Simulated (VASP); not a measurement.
# GaN (F-43m) in VASP: notebook, part 2 of 2

VASP 6.6.1. The steps go on from the part before.

### Step 3. Relaxation of cell and atoms, PBE+D3(BJ)

This run uses another cell than the first one, of 11.76 Å³/atom, 1.020 times its volume.

File INCAR:

```
PREC = Accurate
ENCUT = 600
EDIFF = 1E-7
ISMEAR = 0
SIGMA = 0.02
LREAL = F
LASPH = T
NELM = 100
ALGO = Normal
ISIF = 3
LWAVE = F
LCHARG = F
GGA = PE
IVDW = 12
IBRION = 2
NSW = 70
EDIFFG = -0.005
```

File KPOINTS:

```
Automatic mesh
0
Gamma
  10 10 10
```

File POSCAR:

```
GaN
1.0
    0.0000000000      2.2742384951      2.2742384951
    2.2742384951      0.0000000000      2.2742384951
    2.2742384951      2.2742384951      0.0000000000
Ga N
1 1
Direct
    0.0000000000      0.0000000000      0.0000000000
    0.7500000000      0.7500000000      0.7500000000
```

Potentials or basis: VASP PAW PBE potentials, release 64 (Ga_d, N).

Started as:

```console
> cat potpaw_PBE.64/Ga_d/POTCAR potpaw_PBE.64/N/POTCAR > POTCAR
> mpirun -np 1 vasp_std > vasp.out
```

OUTCAR:

```text
PREC = Accurate
   ENCUT = 600
   EDIFF = 1E-7
   ISMEAR = 0
   LREAL = F
   LASPH = T
   NELM = 100
   ISIF = 3
   GGA = PE
   IVDW = 12
   IBRION = 2
   NSW = 70
   EDIFFG = -0.005
 IVDW          = 12

 ion  position               nearest neighbor table
   1  0.000  0.000  0.000-   2 1.97   2 1.97   2 1.97   2 1.97
   2  0.750  0.750  0.750-   1 1.97   1 1.97   1 1.97   1 1.97

  LATTYP: Found a face centered cubic cell.
 ALAT       =     4.5484769902

  Lattice vectors:

 A1 = (   0.0000000000,   2.2742384951,   2.2742384951)
 A2 = (   2.2742384951,   0.0000000000,   2.2742384951)
 A3 = (   2.2742384951,   2.2742384951,   0.0000000000)

Analysis of symmetry for initial positions (statically):
=====================================================================
 Subroutine PRICEL returns:
 Original cell was already a primitive cell.

 Routine SETGRP: Setting up the symmetry group for a
 face centered cubic supercell.

 Subroutine GETGRP returns: Found 24 space group operations
 (whereof 24 operations were pure point group operations)
 out of a pool of 48 trial point group operations.

The static configuration has the point symmetry T_d .

Analysis of symmetry for dynamics (positions and initial velocities):
=====================================================================
 Subroutine PRICEL returns:
 Original cell was already a primitive cell.

 Routine SETGRP: Setting up the symmetry group for a
 face centered cubic supercell.

 Subroutine GETGRP returns: Found 24 space group operations
 (whereof 24 operations were pure point group operations)
 out of a pool of 48 trial point group operations.

The dynamic configuration has the point symmetry T_d .

 Subroutine INISYM returns: Found 24 space group operations
 (whereof 24 operations are pure point group operations),
 and found     1 'primitive' translations

----------------------------------------------------------------------------------------

                                     Primitive cell

  volume of cell :      23.5255

  direct lattice vectors                    reciprocal lattice vectors
     0.000000000  2.274238495  2.274238495    -0.219853811  0.219853811  0.219853811
     2.274238495  0.000000000  2.274238495     0.219853811 -0.219853811  0.219853811
     2.274238495  2.274238495  0.000000000     0.219853811  0.219853811 -0.219853811

  length of vectors
     3.216258924  3.216258924  3.216258924     0.380797971  0.380797971  0.380797971

  position of ions in fractional coordinates (direct lattice)
     0.000000000  0.000000000  0.000000000
     0.750000000  0.750000000  0.750000000

  ion indices of the primitive-cell ions
   primitive index   ion index
                 1           1
                 2           2

----------------------------------------------------------------------------------------

 KPOINTS: Automatic mesh

Automatic generation of k-mesh.
 Grid dimensions read from file:
 generate k-points for:   10   10   10

 Generating k-lattice:

  Cartesian coordinates                     Fractional coordinates (reciprocal lattice)
    -0.021985381  0.021985381  0.021985381     0.100000000  0.000000000  0.000000000
     0.021985381 -0.021985381  0.021985381     0.000000000  0.100000000  0.000000000
     0.021985381  0.021985381 -0.021985381     0.000000000  0.000000000  0.100000000

  Length of vectors
     0.038079797  0.038079797  0.038079797

  Shift w.r.t. Gamma in fractional coordinates (k-lattice)
     0.000000000  0.000000000  0.000000000

 Subroutine IBZKPT returns following result:
 ===========================================

 Found     47 irreducible k-points:

 Following reciprocal coordinates:
            Coordinates               Weight
  0.000000  0.000000  0.000000      1.000000
  0.100000  0.000000  0.000000      8.000000
  0.200000  0.000000  0.000000      8.000000
  0.300000  0.000000  0.000000      8.000000
  0.400000  0.000000  0.000000      8.000000
  0.500000  0.000000  0.000000      4.000000
[... 16 lines left out ...]
  0.300000  0.300000  0.000000      6.000000
  0.400000  0.300000  0.000000     24.000000
 [... further k-points ...]
   k-points           NKPTS =     47   k-points in BZ     NKDIM =     47   number of bands    NBANDS=     13
   number of dos      NEDOS =    301   number of ions     NIONS =      2
   total plane-waves  NPLWV =  21952
   dimension x,y,z NGX =    28 NGY =   28 NGZ =   28
   dimension x,y,z NGXF=    56 NGYF=   56 NGZF=   56
   ions per type =               1   1
   NGX,Y,Z   is equivalent  to a cutoff of  14.47, 14.47, 14.47 a.u.
   NGXF,Y,Z  is equivalent  to a cutoff of  28.95, 28.95, 28.95 a.u.
 SYSTEM =  unknown system
   PREC   = accura    normal or accurate (medium, high low for compatibility)
   ISTART =      0    job   : 0-new  1-cont  2-samecut
   ICHARG =      2    charge: 1-file 2-atom 10-const
   ISPIN  =      1    spin polarized calculation?
   LNONCOLLINEAR =      F non collinear calculations
   LSORBIT =      F    spin-orbit coupling
   LASPH  =      T    aspherical Exc in radial PAW
   ENCUT  =  600.0 eV  44.10 Ry    6.64 a.u.   6.42  6.42  6.42*2*pi/ulx,y,z
   NELM   =    100;   NELMIN=  2; NELMDL= -5     # of ELM steps
   EDIFF  = 0.1E-06   stopping-criterion for ELM
   LREAL  =      F    real-space projection
   EDIFFG = -.5E-02   stopping-criterion for IOM
   NSW    =     70    number of steps for IOM
   IBRION =      2    ionic relax: 0-MD 1-quasi-New 2-CG
   NFREE  =      1    steps in history (QN), initial steepest desc. (CG)
   ISIF   =      3    stress and relaxation
   ISYM   =      2    0-nonsym 1-usesym 2-fastsym
   POTIM  = 0.5000    time-step for ionic-motion
   TEBEG  =    0.0;   TEEND  =   0.0 temperature during run
   PSTRESS=    0.0 pullay stress
   NELECT =      18.0000    total number of electrons
   NUPDOWN=      -1.0000    fix difference up-down
   EMIN   =  10.00;   EMAX   =-10.00  energy-range for DOS
   EFERMI =   0.00;   METHOD = LEGACY
   ISMEAR =     0;   SIGMA  =   0.02  broadening in eV -4-tet -1-fermi 0-gaus
   EFERMI_NEDOS =   21; number of points for ismear=-14 and -15
   IALGO  =     38    algorithm
   IMIX   =      4    mixing-type and parameters
     AMIX     =   0.40;   BMIX     =  1.00
     AMIX_MAG =   1.60;   BMIX_MAG =  1.00
  volume/ion in A,a.u.               =      11.76        79.38
  Fermi-wavevector in a.u.,A,eV,Ry     =   1.497337  2.829557 30.504523  2.242019
  Thomas-Fermi vector in A             =   2.609238
   LORBIT       =      0    0 simple, 1 ext, 2 COOP (PROOUT), +10 PAW based schemes
   GGA     = PE    functional components
   LHFCALC =     F    Hartree Fock is set to
   AEXX    =    0.0000 exact exchange contribution
   IVDW    =    12    specifies the selected vdW correction
   LEPSILON=     F    determine dielectric tensor
   LRPA    =     F    only Hartree local field effects (RPA)
 conjugate gradient relaxation of ions
 non-spin polarized calculation
 Gauss-broadening in eV      SIGMA  =   0.02
  energy-cutoff  :      600.00
  volume of cell :       23.53
 maximum number of plane-waves:       801
 NGX is ok and might be reduce to    28
   NGX = 13   NGY = 13   NGZ = 13

--------------------------------------- Ionic step        1  -------------------------------------------

 number of electron      18.0000002 magnetization

 Free energy of the ion-electron system (eV)
  ---------------------------------------------------
  ext. energy  EPLUGINS =         0.00000000
  ---------------------------------------------------
  free energy    TOTEN  =       -12.15505524 eV

  energy without entropy =      -12.15505524  energy(sigma->0) =      -12.15505524

------------------------ aborting loop because EDIFF is reached ----------------------------------------

 Edisp (eV)   -0.49393

 E8    (eV) :    -0.2003
[... 231 lines left out ...]
--------------------------------------- Ionic step        7  -------------------------------------------

 number of electron      18.0000005 magnetization

 Free energy of the ion-electron system (eV)
  ---------------------------------------------------
  ext. energy  EPLUGINS =         0.00000000
  ---------------------------------------------------
  free energy    TOTEN  =       -12.14975460 eV

  energy without entropy =      -12.14975460  energy(sigma->0) =      -12.14975460

 E-fermi :   5.3210     XC(G=0): -11.6312

 val. band max:        5.2086028002   @ k =   0.0000   0.0000   0.0000
 cond. band min:       6.8899368941   @ k =   0.0000   0.0000   0.0000
 fundamental gap:      1.6813340939
 Fermi energy:         5.3210030419

 k-point     1 :       0.0000    0.0000    0.0000
  band No.  band energies     occupation
      1     -10.6686      2.00000
      2      -8.2281      2.00000
      3      -8.2281      2.00000
      4      -8.2281      2.00000
      5      -7.9151      2.00000
      6      -7.9151      2.00000
      7       5.2086      2.00000
      8       5.2086      2.00000
      9       5.2086      2.00000
     10       6.8899      0.00000
     11      15.4686      0.00000
     12      15.4686      0.00000
     13      15.4686      0.00000
[... 354 lines left out ...]
  band No.  band energies     occupation
      1      -9.7185      2.00000
      2      -8.0997      2.00000
      3      -8.0084      2.00000
      4      -8.0081      2.00000
      5      -7.8558      2.00000
      6      -6.9846      2.00000
      7       0.2030      2.00000
      8       2.7580      2.00000
      9       3.0782      2.00000
     10       9.6580      0.00000
     11      12.3074      0.00000
     12      15.9873      0.00000
     13      18.0097      0.00000

 [... further k-points ...]

------------------------ aborting loop because EDIFF is reached ----------------------------------------

 Edisp (eV)   -0.50469

 E8    (eV) :    -0.2047
[... 25 lines left out ...]
  FREE ENERGIE OF THE ION-ELECTRON SYSTEM (eV)
  ---------------------------------------------------
  free  energy   TOTEN  =       -12.6544472824 eV

  energy  without entropy=      -12.6544472824  energy(sigma->0) =      -12.65444728

 reached required accuracy - stopping structural energy minimisation
```

CONTCAR:

```text
GaN
   1.00000000000000
    -0.0000000000000000    2.2585356292004759    2.2585356292004759
     2.2585356292004759   -0.0000000000000000    2.2585356292004759
     2.2585356292004759    2.2585356292004759   -0.0000000000000000
  Ga              N
     1     1
Direct
     0.0000000000000000    0.0000000000000000    0.0000000000000000
     0.7500000000000000    0.7500000000000000    0.7500000000000000

  0.00000000E+00  0.00000000E+00  0.00000000E+00
  0.00000000E+00  0.00000000E+00  0.00000000E+00
```

It took 1.9 min on 1 thread of Intel Xeon 8259CL, shared host; peak memory 0.19 GiB.

Results:

- Free energy: -12.6544 eV
- Relaxed volume: 11.52 Å³/atom
- Relaxed cell: a = 3.194 Å, b = 3.194 Å, c = 3.194 Å, α = 60.00°, β = 60.00°, γ = 60.00°
- Space group after relaxing (to 0.05 Å): F-43m (No. 216)
- Energy gained by relaxing: 2.7 meV/atom
- Ionic steps: 7
- Pressure after relaxing: 0.0 GPa
- Band gap on the k mesh: 1.68 eV, direct
- Dispersion energy per atom: -0.252 eV

The path:
| step | energy change (eV) | largest force (eV/Å) | pressure (GPa) | volume (Å³) |
| --- | --- | --- | --- | --- |
| 1 | 0.0000 | 0.0000 | -3.55 | 23.53 |
| 2 | -0.0016 | 0.0000 | 3.19 | 22.65 |
| 3 | -0.0055 | 0.0000 | -0.35 | 23.04 |
| 4 | -0.0054 | 0.0000 | 0.36 | 23.00 |
| 5 | -0.0055 | 0.0000 | 0.12 | 23.02 |
| 6 | -0.0055 | 0.0000 | -0.09 | 23.05 |
| 7 | -0.0055 | 0.0000 | 0.01 | 23.04 |

Final structure:
```
Ga N
1.0
     0.00000    2.25854    2.25854
     2.25854    0.00000    2.25854
     2.25854    2.25854    0.00000
Ga N
1 1
Direct
  0.00000 0.00000 0.00000
  0.75000 0.75000 0.75000
```

Levels at points of the mesh, in eV from the valence-band top:
```tsv
k point	band 6	band 7	band 8	band 9	band 10	band 11	band 12	band 13
(0.00, 0.00, 0.00)	-13.12	0.00	0.00	0.00	1.68	10.26	10.26	10.26
(0.50, 0.00, 0.00)	-11.88	-6.99	-0.96	-0.96	4.59	8.69	10.33	10.33
(0.50, 0.50, 0.00)	-11.45	-6.10	-2.68	-2.68	3.35	6.62	11.66	13.89
```

As with any semilocal functional, this PBE gap is likely too small.
